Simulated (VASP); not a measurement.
# TaN (Fm-3m) in VASP: further runs

TaN is run at these levels: PBE; tasks: single point.

All numbers are computed with VASP 6.6.1; they aren't measurements. Logs are shortened: lines on timing, memory, paths and dates and some standing lists are left out, and cuts for length are marked.

### Step 1. The cell of the first run

It takes space group Fm-3m (No. 225, cubic). Conventional cell: a = 4.358 Å, b = 4.358 Å, c = 4.358 Å, α = 90.00°, β = 90.00°, γ = 90.00°. Ta (site symmetry m-3m) has 6 N at 2.18 Å within 2.9 Å. N (site symmetry m-3m) has 6 Ta at 2.18 Å within 2.9 Å.

### Step 2. Single point, PBE

INCAR reads:

```
  PREC = Accurate
  ENCUT = 600
  EDIFF = 1E-6
  ISMEAR = 1
  SIGMA = 0.05
  LREAL = False
  LASPH = True
  NELM = 120
  ALGO = Normal
  ISIF = 2
  LWAVE = False
  LCHARG = False
  GGA = PE
  NBANDS = 15
  GGA_COMPAT = False
```

KPOINTS reads:

```
regular mesh
0
Gamma
  11 11 11
```

POSCAR reads:

```
TaN
1.0
    3.0815710000      0.0000000000      0.0000000000
    1.5407855000      2.6687187696      0.0000000000
    1.5407855000      0.8895729232      2.5160921854
Ta N
1 1
Direct
    0.5000000000      0.5000000000      0.5000000000
    0.0000000000      0.0000000000      0.0000000000
```

Potentials or basis: VASP PAW PBE potentials, release 64 (Ta_pv, N).

The run is started by

```bash
$ cat potpaw_PBE.64/Ta_pv/POTCAR potpaw_PBE.64/N/POTCAR > POTCAR
$ mpirun -np 1 vasp_std > vasp.out
```

OUTCAR:

```text
PREC = Accurate
   ENCUT = 600
   EDIFF = 1E-6
   ISMEAR = 1
   LREAL = False
   LASPH = True
   NELM = 120
   ISIF = 2
   GGA = PE

 ion  position               nearest neighbor table
   1  0.500  0.500  0.500-   2 2.18   2 2.18   2 2.18   2 2.18   2 2.18   2 2.18
   2  0.000  0.000  0.000-   1 2.18   1 2.18   1 2.18   1 2.18   1 2.18   1 2.18

  LATTYP: Found a face centered cubic cell.
 ALAT       =     4.3579995017

  Lattice vectors:

 A1 = (   3.0815710000,   0.0000000000,   0.0000000000)
 A2 = (   1.5407855000,   2.6687187696,   0.0000000000)
 A3 = (   1.5407855000,   0.8895729232,   2.5160921854)

Analysis of symmetry for initial positions (statically):
=====================================================================
 Subroutine PRICEL returns:
 Original cell was already a primitive cell.

 Routine SETGRP: Setting up the symmetry group for a
 face centered cubic supercell.

 Subroutine GETGRP returns: Found 48 space group operations
 (whereof 48 operations were pure point group operations)
 out of a pool of 48 trial point group operations.

The static configuration has the point symmetry O_h .

Analysis of symmetry for dynamics (positions and initial velocities):
=====================================================================
 Subroutine PRICEL returns:
 Original cell was already a primitive cell.

 Routine SETGRP: Setting up the symmetry group for a
 face centered cubic supercell.

 Subroutine GETGRP returns: Found 48 space group operations
 (whereof 48 operations were pure point group operations)
 out of a pool of 48 trial point group operations.

The dynamic configuration has the point symmetry O_h .

 Subroutine INISYM returns: Found 48 space group operations
 (whereof 48 operations are pure point group operations),
 and found     1 'primitive' translations

----------------------------------------------------------------------------------------

                                     Primitive cell

  volume of cell :      20.6920

  direct lattice vectors                    reciprocal lattice vectors
     3.081571000  0.000000000  0.000000000     0.324509804 -0.187355822 -0.132480573
     1.540785500  2.668718770  0.000000000     0.000000000  0.374711645 -0.132480573
     1.540785500  0.889572923  2.516092185     0.000000000  0.000000000  0.397441718

  length of vectors
     3.081571000  3.081571000  3.081571000     0.397441718  0.397441718  0.397441718

[... 85 lines left out ...]
   NFREE  =      0    steps in history (QN), initial steepest desc. (CG)
   ISIF   =      2    stress and relaxation
   ISYM   =      2    0-nonsym 1-usesym 2-fastsym
   POTIM  = 0.5000    time-step for ionic-motion
   TEBEG  =    0.0;   TEEND  =   0.0 temperature during run
   PSTRESS=    0.0 pullay stress
   NELECT =      16.0000    total number of electrons
   NUPDOWN=      -1.0000    fix difference up-down
   EMIN   =  10.00;   EMAX   =-10.00  energy-range for DOS
   EFERMI =   0.00;   METHOD = LEGACY
   ISMEAR =     1;   SIGMA  =   0.05  broadening in eV -4-tet -1-fermi 0-gaus
   EFERMI_NEDOS =   21; number of points for ismear=-14 and -15
   IALGO  =     38    algorithm
   IMIX   =      4    mixing-type and parameters
     AMIX     =   0.40;   BMIX     =  1.00
     AMIX_MAG =   1.60;   BMIX_MAG =  1.00
  volume/ion in A,a.u.               =      10.35        69.82
  Fermi-wavevector in a.u.,A,eV,Ry     =   1.502615  2.839530 30.719929  2.257851
  Thomas-Fermi vector in A             =   2.613832
   LORBIT       =      0    0 simple, 1 ext, 2 COOP (PROOUT), +10 PAW based schemes
   GGA     = PE    functional components
   LHFCALC =     F    Hartree Fock is set to
   AEXX    =    0.0000 exact exchange contribution
   IVDW    =     0    specifies the selected vdW correction
   LEPSILON=     F    determine dielectric tensor
   LRPA    =     F    only Hartree local field effects (RPA)
 non-spin polarized calculation
 Methfessel and Paxton  Order N= 1 SIGMA  =   0.05
  energy-cutoff  :      600.00
  volume of cell :       20.69
 maximum number of plane-waves:       701
 NGX is ok and might be reduce to    28
   NGX = 13   NGY = 13   NGZ = 13

 number of electron      16.0000001 magnetization

 Free energy of the ion-electron system (eV)
  ---------------------------------------------------
  ext. energy  EPLUGINS =         0.00000000
  ---------------------------------------------------
  free energy    TOTEN  =       -21.78089866 eV

  energy without entropy =      -21.78104457  energy(sigma->0) =      -21.78094730

 E-fermi :   9.9536     XC(G=0): -13.5897

 val. band max:        9.9288768883   @ k =   0.0000   0.0000   0.0000
 cond. band min:       9.9872538791   @ k =   0.2727   0.1818   0.0909
 fundamental gap:      0.0583769908
 Fermi energy:         9.9536362818

 k-point     1 :       0.0000    0.0000    0.0000
  band No.  band energies     occupation
      1     -25.8666      2.00000
      2     -25.8666      2.00000
      3     -25.8666      2.00000
      4      -9.2313      2.00000
      5       5.9546      2.00000
      6       5.9546      2.00000
      7       5.9546      2.00000
      8       7.6760      2.00000
      9       7.6760      2.00000
     10       7.6760      2.00000
     11       9.9289      1.73489
     12       9.9289      1.73489
     13      11.6166      0.00000
     14      19.2734      0.00000
[... 401 lines left out ...]
      2     -26.0673      2.00000
      3     -25.9037      2.00000
      4      -7.5037      2.00000
      5       1.4149      2.00000
      6       2.8347      2.00000
      7       3.6553      2.00000
      8       9.1339      2.00000
      9       9.5286      2.00000
     10      11.3132      0.00000
     11      11.8629      0.00000
     12      15.6978      0.00000
     13      15.9873      0.00000
     14      22.2728      0.00000
     15      23.3888      0.00000

 [... further k-points ...]
[... 5 lines left out ...]
  --------------------------------------------------------------------------------------
  -------------------------------------------------------------------------------------
  Total        1.9948832      1.9948832      1.9948832      0.0000000      0.0000000      0.0000000
  in kB      154.4637267    154.4637267    154.4637267      0.0000000      0.0000000      0.0000000
  external PRESSURE =     154.4637267 kB  Pullay stress =       0.0000000 kB

 VOLUME and BASIS-vectors are now :
 -----------------------------------------------------------------------------
  energy-cutoff  :      600.00
  volume of cell :       20.69
      direct lattice vectors                 reciprocal lattice vectors
     3.081571000  0.000000000  0.000000000     0.324509804 -0.187355822 -0.132480573
     1.540785500  2.668718770  0.000000000     0.000000000  0.374711645 -0.132480573
     1.540785500  0.889572923  2.516092185     0.000000000  0.000000000  0.397441718

 POSITION                                       TOTAL-FORCE (eV/Angst)
 -----------------------------------------------------------------------------------
      3.08157      1.77915      1.25805        -0.000000      0.000000      0.000000
      0.00000      0.00000      0.00000         0.000000     -0.000000      0.000000
 -----------------------------------------------------------------------------------
    total drift:                                0.000000      0.000000      0.000000

  FREE ENERGIE OF THE ION-ELECTRON SYSTEM (eV)
  ---------------------------------------------------
  free  energy   TOTEN  =       -21.7808986646 eV

  energy  without entropy=      -21.7810445656  energy(sigma->0) =      -21.78094730
```

OSZICAR:

```text
N       E                     dE             d eps       ncg     rms          rms(c)
DAV:   1     0.998445650450E+02    0.99845E+02   -0.96272E+03  1680   0.126E+03
DAV:   2    -0.215096962285E+02   -0.12135E+03   -0.11414E+03  2058   0.336E+02
DAV:   3    -0.247988525779E+02   -0.32892E+01   -0.32586E+01  1939   0.514E+01
DAV:   4    -0.248131631446E+02   -0.14311E-01   -0.14308E-01  2149   0.349E+00
DAV:   5    -0.248132507394E+02   -0.87595E-04   -0.87594E-04  1933   0.253E-01    0.255E+01
DAV:   6    -0.218530451629E+02    0.29602E+01   -0.54150E+00  2084   0.272E+01    0.106E+01
DAV:   7    -0.218135085955E+02    0.39537E-01   -0.59209E-01  1890   0.623E+00    0.730E+00
DAV:   8    -0.217893937338E+02    0.24115E-01   -0.13964E-01  1981   0.323E+00    0.187E+00
DAV:   9    -0.217809734864E+02    0.84202E-02   -0.22969E-02  1911   0.131E+00    0.344E-01
DAV:  10    -0.217809449581E+02    0.28528E-04   -0.18610E-03  1883   0.445E-01    0.549E-02
DAV:  11    -0.217809001267E+02    0.44831E-04   -0.89533E-05  1884   0.121E-01    0.260E-02
DAV:  12    -0.217808990969E+02    0.10298E-05   -0.84223E-06  2023   0.289E-02    0.329E-03
DAV:  13    -0.217808986646E+02    0.43228E-06   -0.28036E-07  1183   0.461E-03
   1 F= -.21780899E+02 E0= -.21780947E+02  d E =0.145901E-03
```

stdout:

```text
POSCAR found type information on POSCAR TaN
 POSCAR found :  2 types and       2 ions
 scaLAPACK will be used
 LDA part: xc-table for (Slater+PW92), standard interpolation
 POSCAR, INCAR and KPOINTS ok, starting setup
 FFT: planning ... GRIDC
 FFT: planning ... GRID_SOFT
 FFT: planning ... GRID
 WAVECAR not read
 entering main loop
```

Run time: 49 s. Hardware: 1 thread of Intel Xeon 8259CL, shared host; peak memory 0.17 GiB.

What came out:

```yaml
Free_energy: -21.7809 eV
Pressure: 15.4 GPa
Band_gap_on_the_k_mesh: zero (band 8 reaches 11.61 eV, above the bottom of band 9 at 7.68 eV)
```

Caveat: spin-orbit coupling is left out, which moves the levels of the heavy elements.

### Step 3. Single point, PBE

INCAR reads:

```
SYSTEM = TaN
PREC = Accurate
ENCUT = 600
EDIFF = 1E-6
ISMEAR = 1
SIGMA = 0.025
LREAL = .False.
LASPH = .True.
NELM = 120
ALGO = Normal
ISIF = 2
LWAVE = .False.
LCHARG = .False.
GGA = PE
NBANDS = 15
GGA_COMPAT = .False.
```

KPOINTS reads:

```
Automatic mesh
0
Gamma
  11 11 11
  0 0 0
```

POSCAR is that of step 2.

Potentials or basis: VASP PAW PBE potentials, release 64 (Ta_pv, N).

The run is started by

```bash
$ cat potpaw_PBE.64/Ta_pv/POTCAR potpaw_PBE.64/N/POTCAR > POTCAR
$ mpirun -np 1 vasp_std > vasp.out
```

Run time: 46 s. Hardware: 1 thread of Intel Xeon 8259CL, shared host; peak memory 0.17 GiB.

It converged, with:

| Property | Result |
| --- | --- |
| Free energy | -21.7810 eV |
| Pressure | 15.4 GPa |
| Band gap on the k mesh | zero (band 8 reaches 11.61 eV, above the bottom of band 9 at 7.68 eV) |

Levels at points of the mesh, in eV from the Fermi level:
| k point | band 4 | band 5 | band 6 | band 7 | band 8 | band 9 | band 10 | band 11 | band 12 | band 13 |
| --- | --- | --- | --- | --- | --- | --- | --- | --- | --- | --- |
| (0.00, 0.00, 0.00) | -19.20 | -4.01 | -4.01 | -4.01 | -2.29 | -2.29 | -2.29 | -0.04 | -0.04 | 1.65 |

Caveat: spin-orbit coupling is left out, which moves the levels of the heavy elements.
